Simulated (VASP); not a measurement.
# Be2S3 (R-3c) in VASP: single point with PBE

Aim: the single point of Be2S3 with PBE.

Everything below comes from runs of VASP 6.6.1. Logs are shortened: lines on timing, memory, paths and dates and some standing lists are left out, and cuts for length are marked.

### 1 The cell of the first run

It takes space group R-3c (No. 167, trigonal). The conventional cell has a = 5.882 Å, b = 5.882 Å, c = 14.149 Å, α = 90.00°, β = 90.00°, γ = 120.00°. Be (site symmetry 3) has 6 S at 2.13 to 2.48 Å within 2.8 Å. S (site symmetry 2) has 4 Be at 2.13 to 2.48 Å within 2.8 Å.

### 2 Single point, PBE

INCAR reads:

```
ALGO     = Normal         # electronic algorithm
EDIFF    = 1E-6           # SCF threshold, eV
ENCUT    = 600            # plane-wave cutoff, eV
GGA      = PE             # functional
GGA_COMPAT= False        
ISIF     = 2              # what is computed and relaxed
ISMEAR   = 0              # smearing method
LASPH    = True           # aspherical terms in the spheres
LCHARG   = False          # write CHGCAR
LREAL    = False          # projectors in reciprocal space
LWAVE    = False          # write WAVECAR
NBANDS   = 33             # bands
NELM     = 120            # most SCF steps
PREC     = Accurate       # precision mode
SIGMA    = 0.1            # smearing width, eV
```

KPOINTS reads:

```
k-points
0
Gamma
  12 12 12
```

POSCAR reads:

```
Be2S3
1.0
    2.9410086901      1.6979921589      4.7163106678
   -2.9410086901      1.6979921589      4.7163106678
    0.0000000000     -3.3959843178      4.7163106678
Be S
4 6
Direct
    0.8582052371      0.8582052371      0.8582052371
    0.6417947629      0.6417947629      0.6417947629
    0.1417947629      0.1417947629      0.1417947629
    0.3582052371      0.3582052371      0.3582052371
    0.0814759057      0.4185240943      0.7500000000
    0.7500000000      0.0814759057      0.4185240943
    0.4185240943      0.7500000000      0.0814759057
    0.9185240943      0.5814759057      0.2500000000
    0.2500000000      0.9185240943      0.5814759057
    0.5814759057      0.2500000000      0.9185240943
```

Potentials or basis: VASP PAW PBE potentials, release 64 (Be, S).

Launch:

```sh
$ cat potpaw_PBE.64/Be/POTCAR potpaw_PBE.64/S/POTCAR > POTCAR
$ mpirun -np 1 vasp_std > vasp.out
```

OUTCAR:

```text
EDIFF = 1E-6
   ENCUT = 600
   GGA = PE
   ISIF = 2
   ISMEAR = 0
   LASPH = True
   LREAL = False
   NELM = 120
   PREC = Accurate

 ion  position               nearest neighbor table
   1  0.858  0.858  0.858-   9 2.13   8 2.13  10 2.13   6 2.48   7 2.48   5 2.48
   2  0.642  0.642  0.642-  10 2.13   8 2.13   9 2.13   7 2.48   6 2.48   5 2.48
   3  0.142  0.142  0.142-   6 2.13   5 2.13   7 2.13   9 2.48  10 2.48   8 2.48
   4  0.358  0.358  0.358-   7 2.13   5 2.13   6 2.13  10 2.48   9 2.48   8 2.48
   5  0.081  0.419  0.750-   3 2.13   4 2.13   1 2.48   2 2.48
   6  0.750  0.081  0.419-   3 2.13   4 2.13   1 2.48   2 2.48
   7  0.419  0.750  0.081-   4 2.13   3 2.13   2 2.48   1 2.48
   8  0.919  0.581  0.250-   1 2.13   2 2.13   3 2.48   4 2.48
   9  0.250  0.919  0.581-   1 2.13   2 2.13   3 2.48   4 2.48
  10  0.581  0.250  0.919-   2 2.13   1 2.13   4 2.48   3 2.48

  LATTYP: Found a trigonal (rhomboedric) cell.
 ALAT       =     5.8117377610
 COS(alpha) =     0.4878341802

  Lattice vectors:

 A1 = (   2.9410086901,   1.6979921589,   4.7163106678)
 A2 = (  -2.9410086901,   1.6979921589,   4.7163106678)
 A3 = (   0.0000000000,  -3.3959843178,   4.7163106678)

Analysis of symmetry for initial positions (statically):
=====================================================================
 Subroutine PRICEL returns:
 Original cell was already a primitive cell.

 Routine SETGRP: Setting up the symmetry group for a
 trigonal (rhombohedral) supercell.

 Subroutine GETGRP returns: Found 12 space group operations
 (whereof  6 operations were pure point group operations)
 out of a pool of 12 trial point group operations.

The static configuration has the point symmetry S_6 .
 The point group associated with its full space group is D_3d.

Analysis of symmetry for dynamics (positions and initial velocities):
=====================================================================
 Subroutine PRICEL returns:
 Original cell was already a primitive cell.

 Routine SETGRP: Setting up the symmetry group for a
 trigonal (rhombohedral) supercell.

 Subroutine GETGRP returns: Found 12 space group operations
 (whereof  6 operations were pure point group operations)
 out of a pool of 12 trial point group operations.

The dynamic configuration has the point symmetry S_6 .
[... 121 lines left out ...]
   NFREE  =      0    steps in history (QN), initial steepest desc. (CG)
   ISIF   =      2    stress and relaxation
   ISYM   =      2    0-nonsym 1-usesym 2-fastsym
   POTIM  = 0.5000    time-step for ionic-motion
   TEBEG  =    0.0;   TEEND  =   0.0 temperature during run
   PSTRESS=    0.0 pullay stress
   NELECT =      44.0000    total number of electrons
   NUPDOWN=      -1.0000    fix difference up-down
   EMIN   =  10.00;   EMAX   =-10.00  energy-range for DOS
   EFERMI =   0.00;   METHOD = LEGACY
   ISMEAR =     0;   SIGMA  =   0.10  broadening in eV -4-tet -1-fermi 0-gaus
   EFERMI_NEDOS =   21; number of points for ismear=-14 and -15
   IALGO  =     38    algorithm
   IMIX   =      4    mixing-type and parameters
     AMIX     =   0.40;   BMIX     =  1.00
     AMIX_MAG =   1.60;   BMIX_MAG =  1.00
  volume/ion in A,a.u.               =      14.13        95.36
  Fermi-wavevector in a.u.,A,eV,Ry     =   1.109593  2.096827 16.751457  1.231197
  Thomas-Fermi vector in A             =   2.246135
   LORBIT       =      0    0 simple, 1 ext, 2 COOP (PROOUT), +10 PAW based schemes
   GGA     = PE    functional components
   LHFCALC =     F    Hartree Fock is set to
   AEXX    =    0.0000 exact exchange contribution
   IVDW    =     0    specifies the selected vdW correction
   LEPSILON=     F    determine dielectric tensor
   LRPA    =     F    only Hartree local field effects (RPA)
 non-spin polarized calculation
 Gauss-broadening in eV      SIGMA  =   0.10
  energy-cutoff  :      600.00
  volume of cell :      141.31
 maximum number of plane-waves:      4759
   NGX = 23   NGY = 23   NGZ = 23

 number of electron      44.0000000 magnetization

 Free energy of the ion-electron system (eV)
  ---------------------------------------------------
  ext. energy  EPLUGINS =         0.00000000
  ---------------------------------------------------
  free energy    TOTEN  =       -41.91090882 eV

  energy without entropy =      -41.88443368  energy(sigma->0) =      -41.89767125

 E-fermi :   5.5361     XC(G=0): -10.3253

 val. band max:        5.5336216122   @ k =  -0.1667   0.0833  -0.0000
 cond. band min:       5.5397769575   @ k =  -0.3333   0.2500   0.1667
 fundamental gap:      0.0061553453
 Fermi energy:         5.5361496926

 k-point     1 :       0.0000    0.0000    0.0000
  band No.  band energies     occupation
      1      -9.2329      2.00000
      2      -6.5409      2.00000
      3      -6.5409      2.00000
      4      -6.3037      2.00000
      5      -6.3037      2.00000
      6      -6.0071      2.00000
[... 853 lines left out ...]
     32      12.4086      0.00000
     33      12.6637      0.00000

 [... further k-points ...]

------------------------ aborting loop because EDIFF is reached ----------------------------------------

  FORCE on cell =-STRESS in cart. coord.  units (eV):
  Direction    XX          YY          ZZ          XY          YZ          ZX
  --------------------------------------------------------------------------------------
  -------------------------------------------------------------------------------------
  Total        0.0165841      0.0165841     -0.0123409     -0.0000000      0.0000000      0.0000000
  in kB        0.1880256      0.1880256     -0.1399179     -0.0000000      0.0000000      0.0000000
  external PRESSURE =       0.0787111 kB  Pullay stress =       0.0000000 kB

 VOLUME and BASIS-vectors are now :
 -----------------------------------------------------------------------------
  energy-cutoff  :      600.00
  volume of cell :      141.31
      direct lattice vectors                 reciprocal lattice vectors
     2.941008690  1.697992159  4.716310668     0.170009698  0.098155145  0.070676713
    -2.941008690  1.697992159  4.716310668    -0.170009698  0.098155145  0.070676713
     0.000000000 -3.395984318  4.716310668     0.000000000 -0.196310290  0.070676713

 POSITION                                       TOTAL-FORCE (eV/Angst)
 -----------------------------------------------------------------------------------
      0.00000      0.00000     12.14269         0.000000      0.000000     -0.007477
      0.00000      0.00000      9.08071         0.000000      0.000000      0.007477
      0.00000      0.00000      2.00624         0.000000      0.000000      0.007477
      0.00000      0.00000      5.06822         0.000000      0.000000     -0.007477
     -0.99126     -1.69799      5.89539        -0.008222      0.000000      0.000000
      1.96614     -0.00946      5.89539         0.004111     -0.007121      0.000000
     -0.97487      1.70745      5.89539         0.004111      0.007121      0.000000
      0.99126      1.69799      8.25354         0.008222      0.000000      0.000000
     -1.96614      0.00946      8.25354        -0.004111      0.007121      0.000000
      0.97487     -1.70745      8.25354        -0.004111     -0.007121      0.000000
 -----------------------------------------------------------------------------------
    total drift:                                0.000000      0.000000     -0.000000

  FREE ENERGIE OF THE ION-ELECTRON SYSTEM (eV)
  ---------------------------------------------------
  free  energy   TOTEN  =       -41.9109088248 eV

  energy  without entropy=      -41.8844336796  energy(sigma->0) =      -41.89767125
```

stdout:

```text
POSCAR found type information on POSCAR BeS
 POSCAR found :  2 types and      10 ions
 scaLAPACK will be used
 LDA part: xc-table for (Slater+PW92), standard interpolation
 POSCAR, INCAR and KPOINTS ok, starting setup
 FFT: planning ... GRIDC
 FFT: planning ... GRID_SOFT
 FFT: planning ... GRID
 WAVECAR not read
 entering main loop
```

Wall time 9 min (1 thread of Intel Xeon 6975P-C (Granite Rapids), shared host); peak memory 0.87 GiB.

What came out:

```
Free energy            : -41.9109 eV
Pressure               : 0.0 GPa
Largest force          : 0.008 eV/Å
Band gap on the k mesh : zero (bands 22 and 23 overlap by 1.37 eV)
```

Forces on the atoms (eV/Å):
```
Be   0.000  0.000 -0.007
Be   0.000  0.000  0.007
Be   0.000  0.000  0.007
Be   0.000  0.000 -0.007
S   -0.008  0.000  0.000
S    0.004 -0.007  0.000
S    0.004  0.007  0.000
S    0.008  0.000  0.000
S   -0.004  0.007  0.000
S   -0.004 -0.007  0.000
```
